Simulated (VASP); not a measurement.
# MgO (Fm-3m) in VASP: a series of runs

MgO is run at these levels: LDA; tasks: single point.

Everything below comes from runs of VASP 6.6.1. Logs are shortened: lines on timing, memory, paths and dates and some standing lists are left out, and cuts for length are marked.

## Step 1: The cell of the first run

Symmetry: Fm-3m, No. 225, cubic system. The conventional cell has a = 4.352 Å, b = 4.352 Å, c = 4.352 Å, α = 90.00°, β = 90.00°, γ = 90.00°. Within 2.9 Å of Mg (site symmetry m-3m) lie 6 O at 2.18 Å. Within 2.9 Å of O (site symmetry m-3m) lie 6 Mg at 2.18 Å.

## Step 2: Single point, LDA

The input, INCAR:

```
SYSTEM = MgO
PREC = Accurate
ENCUT = 840
EDIFF = 1E-6
ISMEAR = 0
SIGMA = 0.1
LREAL = .False.
LASPH = .True.
NELM = 120
ALGO = Normal
ISIF = 2
LWAVE = .False.
LCHARG = .False.
GGA = CA
NBANDS = 15
GGA_COMPAT = .False.
```

The input, KPOINTS:

```
regular mesh
0
Gamma
  9 9 9
  0 0 0
```

The input, POSCAR:

```
MgO
1.0
    0.0000000000      2.1760000000      2.1760000000
    2.1760000000      0.0000000000      2.1760000000
    2.1760000000      2.1760000000      0.0000000000
Mg O
1 1
Direct
    0.0000000000      0.0000000000      0.0000000000
    0.5000000000      0.5000000000      0.5000000000
```

Potentials or basis: VASP PAW LDA potentials, release 64 (Mg_sv, O).

Started as:

```bash
$ cat potpaw_LDA.64/Mg_sv/POTCAR potpaw_LDA.64/O/POTCAR > POTCAR
$ mpirun -np 1 vasp_std > vasp.out
```

OUTCAR:

```text
SYSTEM = MgO
   PREC = Accurate
   ENCUT = 840
   EDIFF = 1E-6
   ISMEAR = 0
   LREAL = .False.
   LASPH = .True.
   NELM = 120
   ISIF = 2
   GGA = CA

 ion  position               nearest neighbor table
   1  0.000  0.000  0.000-
   2  0.500  0.500  0.500-

  LATTYP: Found a face centered cubic cell.
 ALAT       =     4.3520000000

  Lattice vectors:

 A1 = (   0.0000000000,   2.1760000000,   2.1760000000)
 A2 = (   2.1760000000,   0.0000000000,   2.1760000000)
 A3 = (   2.1760000000,   2.1760000000,   0.0000000000)

Analysis of symmetry for initial positions (statically):
=====================================================================
 Subroutine PRICEL returns:
 Original cell was already a primitive cell.

 Routine SETGRP: Setting up the symmetry group for a
 face centered cubic supercell.

 Subroutine GETGRP returns: Found 48 space group operations
 (whereof 48 operations were pure point group operations)
 out of a pool of 48 trial point group operations.

The static configuration has the point symmetry O_h .

Analysis of symmetry for dynamics (positions and initial velocities):
=====================================================================
 Subroutine PRICEL returns:
 Original cell was already a primitive cell.

 Routine SETGRP: Setting up the symmetry group for a
 face centered cubic supercell.

 Subroutine GETGRP returns: Found 48 space group operations
 (whereof 48 operations were pure point group operations)
 out of a pool of 48 trial point group operations.

The dynamic configuration has the point symmetry O_h .

 Subroutine INISYM returns: Found 48 space group operations
 (whereof 48 operations are pure point group operations),
 and found     1 'primitive' translations

----------------------------------------------------------------------------------------

                                     Primitive cell

  volume of cell :      20.6066

  direct lattice vectors                    reciprocal lattice vectors
     0.000000000  2.176000000  2.176000000    -0.229779412  0.229779412  0.229779412
     2.176000000  0.000000000  2.176000000     0.229779412 -0.229779412  0.229779412
     2.176000000  2.176000000  0.000000000     0.229779412  0.229779412 -0.229779412

  length of vectors
     3.077328712  3.077328712  3.077328712     0.397989616  0.397989616  0.397989616

  position of ions in fractional coordinates (direct lattice)
     0.000000000  0.000000000  0.000000000
     0.500000000  0.500000000  0.500000000

  ion indices of the primitive-cell ions
   primitive index   ion index
                 1           1
                 2           2

----------------------------------------------------------------------------------------

 KPOINTS: regular mesh

Automatic generation of k-mesh.
 Grid dimensions read from file:
 generate k-points for:    9    9    9

 Generating k-lattice:

  Cartesian coordinates                     Fractional coordinates (reciprocal lattice)
    -0.025531046  0.025531046  0.025531046     0.111111111  0.000000000  0.000000000
     0.025531046 -0.025531046  0.025531046     0.000000000  0.111111111  0.000000000
     0.025531046  0.025531046 -0.025531046     0.000000000  0.000000000  0.111111111

  Length of vectors
     0.044221068  0.044221068  0.044221068

  Shift w.r.t. Gamma in fractional coordinates (k-lattice)
     0.000000000  0.000000000  0.000000000

 Subroutine IBZKPT returns following result:
 ===========================================

 Found     35 irreducible k-points:

 Following reciprocal coordinates:
            Coordinates               Weight
  0.000000  0.000000  0.000000      1.000000
  0.111111  0.000000  0.000000      8.000000
  0.222222  0.000000  0.000000      8.000000
  0.333333  0.000000  0.000000      8.000000
  0.444444  0.000000  0.000000      8.000000
  0.111111  0.111111  0.000000      6.000000
[... 16 lines left out ...]
 -0.333333  0.333333  0.000000     12.000000
  0.444444  0.444444  0.000000      6.000000
 [... further k-points ...]
   k-points           NKPTS =     35   k-points in BZ     NKDIM =     35   number of bands    NBANDS=     15
   number of dos      NEDOS =    301   number of ions     NIONS =      2
   total plane-waves  NPLWV =  27000
   dimension x,y,z NGX =    30 NGY =   30 NGZ =   30
   dimension x,y,z NGXF=    60 NGYF=   60 NGZF=   60
   ions per type =               1   1
   NGX,Y,Z   is equivalent  to a cutoff of  16.21, 16.21, 16.21 a.u.
   NGXF,Y,Z  is equivalent  to a cutoff of  32.41, 32.41, 32.41 a.u.
 SYSTEM =  MgO
   PREC   = accura    normal or accurate (medium, high low for compatibility)
   ISTART =      0    job   : 0-new  1-cont  2-samecut
   ICHARG =      2    charge: 1-file 2-atom 10-const
   ISPIN  =      1    spin polarized calculation?
   LNONCOLLINEAR =      F non collinear calculations
   LSORBIT =      F    spin-orbit coupling
   LASPH  =      T    aspherical Exc in radial PAW
   ENCUT  =  840.0 eV  61.74 Ry    7.86 a.u.   7.27  7.27  7.27*2*pi/ulx,y,z
   NELM   =    120;   NELMIN=  2; NELMDL= -5     # of ELM steps
   EDIFF  = 0.1E-05   stopping-criterion for ELM
   LREAL  =      F    real-space projection
   EDIFFG = 0.1E-04   stopping-criterion for IOM
   NSW    =      0    number of steps for IOM
   IBRION =     -1    ionic relax: 0-MD 1-quasi-New 2-CG
   NFREE  =      0    steps in history (QN), initial steepest desc. (CG)
   ISIF   =      2    stress and relaxation
   ISYM   =      2    0-nonsym 1-usesym 2-fastsym
   POTIM  = 0.5000    time-step for ionic-motion
   TEBEG  =    0.0;   TEEND  =   0.0 temperature during run
   PSTRESS=    0.0 pullay stress
   NELECT =      16.0000    total number of electrons
   NUPDOWN=      -1.0000    fix difference up-down
   EMIN   =  10.00;   EMAX   =-10.00  energy-range for DOS
   EFERMI =   0.00;   METHOD = LEGACY
   ISMEAR =     0;   SIGMA  =   0.10  broadening in eV -4-tet -1-fermi 0-gaus
   EFERMI_NEDOS =   21; number of points for ismear=-14 and -15
   IALGO  =     38    algorithm
   IMIX   =      4    mixing-type and parameters
     AMIX     =   0.40;   BMIX     =  1.00
     AMIX_MAG =   1.60;   BMIX_MAG =  1.00
  volume/ion in A,a.u.               =      10.30        69.53
  Fermi-wavevector in a.u.,A,eV,Ry     =   1.504686  2.843445 30.804686  2.264081
  Thomas-Fermi vector in A             =   2.615633
   LORBIT       =      0    0 simple, 1 ext, 2 COOP (PROOUT), +10 PAW based schemes
   GGA     = CA    functional components
   LHFCALC =     F    Hartree Fock is set to
   AEXX    =    0.0000 exact exchange contribution
   IVDW    =     0    specifies the selected vdW correction
   LEPSILON=     F    determine dielectric tensor
   LRPA    =     F    only Hartree local field effects (RPA)
 non-spin polarized calculation
 Gauss-broadening in eV      SIGMA  =   0.10
  energy-cutoff  :      840.00
  volume of cell :       20.61
 maximum number of plane-waves:      1155
 NGX is ok and might be reduce to    30
   NGX = 15   NGY = 15   NGZ = 15

 number of electron      16.0000007 magnetization

 Free energy of the ion-electron system (eV)
  ---------------------------------------------------
  ext. energy  EPLUGINS =         0.00000000
  ---------------------------------------------------
  free energy    TOTEN  =       -13.08606691 eV

  energy without entropy =      -13.08606691  energy(sigma->0) =      -13.08606691

 E-fermi :   2.5749     XC(G=0): -11.4357

 val. band max:        1.9078877506   @ k =   0.0000   0.0000   0.0000
 cond. band min:       5.6826723432   @ k =   0.0000   0.0000   0.0000
 fundamental gap:      3.7747845925
 Fermi energy:         2.5748923101

 k-point     1 :       0.0000    0.0000    0.0000
  band No.  band energies     occupation
      1     -69.7714      2.00000
      2     -37.2415      2.00000
      3     -37.2415      2.00000
      4     -37.2415      2.00000
      5     -14.5975      2.00000
      6       1.9079      2.00000
      7       1.9079      2.00000
      8       1.9079      2.00000
      9       5.6827      0.00000
     10      16.9015      0.00000
     11      16.9015      0.00000
     12      16.9015      0.00000
     13      20.6777      0.00000
     14      22.2020      0.00000
     15      22.2020      0.00000

 k-point     2 :       0.1111    0.0000    0.0000
  band No.  band energies     occupation
      1     -69.7707      2.00000
      2     -37.2486      2.00000
      3     -37.2422      2.00000
      4     -37.2422      2.00000
      5     -14.4813      2.00000
      6       1.1392      2.00000
      7       1.8368      2.00000
      8       1.8368      2.00000
      9       6.4427      0.00000
     10      15.5123      0.00000
     11      17.1448      0.00000
     12      17.1448      0.00000
     13      21.1840      0.00000
     14      21.1840      0.00000
     15      22.2494      0.00000

 k-point     3 :       0.2222    0.0000    0.0000
  band No.  band energies     occupation
      1     -69.7689      2.00000
      2     -37.2665      2.00000
      3     -37.2442      2.00000
      4     -37.2442      2.00000
      5     -14.1708      2.00000
      6      -0.2601      2.00000
      7       1.6633      2.00000
      8       1.6633      2.00000
      9       7.7561      0.00000
     10      13.9256      0.00000
     11      17.4846      0.00000
     12      17.4846      0.00000
     13      20.6025      0.00000
     14      20.6025      0.00000
     15      22.2337      0.00000

 k-point     4 :       0.3333    0.0000    0.0000
  band No.  band energies     occupation
      1     -69.7671      2.00000
      2     -37.2868      2.00000
      3     -37.2465      2.00000
      4     -37.2465      2.00000
      5     -13.7835      2.00000
      6      -1.5205      2.00000
      7       1.4762      2.00000
      8       1.4762      2.00000
      9       8.7023      0.00000
     10      13.2281      0.00000
     11      17.2820      0.00000
     12      17.2820      0.00000
     13      21.4467      0.00000
     14      21.4467      0.00000
     15      21.5694      0.00000
[... 307 lines left out ...]
 k-point    22 :      -0.4444    0.3333    0.0000
  band No.  band energies     occupation
      1     -69.7639      2.00000
      2     -37.2874      2.00000
      3     -37.2704      2.00000
      4     -37.2578      2.00000
      5     -13.2670      2.00000
      6      -1.4598      2.00000
      7      -0.2430      2.00000
      8       0.8615      2.00000
      9      11.1385      0.00000
     10      12.1825      0.00000
     11      13.5208      0.00000
     12      18.4578      0.00000
     13      18.7239      0.00000
     14      25.9256      0.00000
     15      26.8734      0.00000

 k-point    23 :      -0.3333    0.3333    0.0000
  band No.  band energies     occupation
      1     -69.7641      2.00000
      2     -37.2811      2.00000
      3     -37.2785      2.00000
      4     -37.2543      2.00000
      5     -13.2764      2.00000
      6      -1.0675      2.00000
      7      -0.8844      2.00000
      8       1.0158      2.00000
      9      11.4158      0.00000
     10      13.0077      0.00000
     11      13.1514      0.00000
     12      18.1226      0.00000
     13      19.3036      0.00000
     14      23.8078      0.00000
     15      27.3729      0.00000

 k-point    24 :       0.4444    0.4444    0.0000
  band No.  band energies     occupation
      1     -69.7638      2.00000
      2     -37.2921      2.00000
      3     -37.2615      2.00000
      4     -37.2615      2.00000
      5     -13.3003      2.00000
      6      -1.7674      2.00000
      7       0.7074      2.00000
      8       0.7074      2.00000
      9      10.6178      0.00000
     10      10.7880      0.00000
     11      13.8243      0.00000
     12      19.0732      0.00000
     13      19.0732      0.00000
     14      25.3922      0.00000
     15      26.8527      0.00000

 [... further k-points ...]

------------------------ aborting loop because EDIFF is reached ----------------------------------------

  FORCE on cell =-STRESS in cart. coord.  units (eV):
  Direction    XX          YY          ZZ          XY          YZ          ZX
  --------------------------------------------------------------------------------------
  -------------------------------------------------------------------------------------
  Total       -2.2466708     -2.2466708     -2.2466708     -0.0000000     -0.0000000      0.0000000
  in kB     -174.6800685   -174.6800685   -174.6800685     -0.0000000     -0.0000000      0.0000000
  external PRESSURE =    -174.6800685 kB  Pullay stress =       0.0000000 kB

 VOLUME and BASIS-vectors are now :
 -----------------------------------------------------------------------------
  energy-cutoff  :      840.00
  volume of cell :       20.61
      direct lattice vectors                 reciprocal lattice vectors
     0.000000000  2.176000000  2.176000000    -0.229779412  0.229779412  0.229779412
     2.176000000  0.000000000  2.176000000     0.229779412 -0.229779412  0.229779412
     2.176000000  2.176000000  0.000000000     0.229779412  0.229779412 -0.229779412

 POSITION                                       TOTAL-FORCE (eV/Angst)
 -----------------------------------------------------------------------------------
      0.00000      0.00000      0.00000         0.000000     -0.000000      0.000000
      2.17600      2.17600      2.17600        -0.000000      0.000000     -0.000000
 -----------------------------------------------------------------------------------
    total drift:                                0.000000      0.000000      0.000000

  FREE ENERGIE OF THE ION-ELECTRON SYSTEM (eV)
  ---------------------------------------------------
  free  energy   TOTEN  =       -13.0860669142 eV

  energy  without entropy=      -13.0860669142  energy(sigma->0) =      -13.08606691
```

Wall time 14 s (1 thread of AMD EPYC 7R13 (Zen 3), shared host); peak memory 0.12 GiB.

What came out:

- Free energy: -13.0861 eV
- Pressure: -17.5 GPa
- Band gap on the k mesh: 3.77 eV

Caveat: the cell stands under tension. A hybrid or GW would open this gap; LDA tends to underestimate it.

## Step 3: Single point, LDA

The input, INCAR:

```
ALGO = Normal ; EDIFF = 1E-6
ENCUT = 840 ; GGA_COMPAT = F
ISIF = 2 ; ISMEAR = 0
LASPH = T ; LCHARG = F
LREAL = F ; LWAVE = F
NBANDS = 15 ; NELM = 120
PREC = Accurate ; SIGMA = 0.15
```

The input, KPOINTS:

```
k-points
0
Gamma
  9 9 9
```

POSCAR is that of step 2.

Potentials or basis: VASP PAW LDA potentials, release 64 (Mg_sv, O).

Started as:

```bash
$ cat potpaw_LDA.64/Mg_sv/POTCAR potpaw_LDA.64/O/POTCAR > POTCAR
$ mpirun -np 1 vasp_std > vasp.out
```

Wall time 17 s (1 thread of Intel Xeon Platinum 8259CL at 2.50GHz (Skylake/Cascade Lake), shared host); peak memory 0.15 GiB.

Results (log left out):

- Free energy: -13.0861 eV
- Pressure: -17.5 GPa
- Band gap on the k mesh: 3.77 eV

Levels at points of the mesh, in eV from the valence-band top:
```csv
k point,band 6,band 7,band 8,band 9,band 10,band 11
"(0.00, 0.00, 0.00)",0.00,0.00,0.00,3.77,14.99,14.99
```

Caveat: the cell stands under tension.
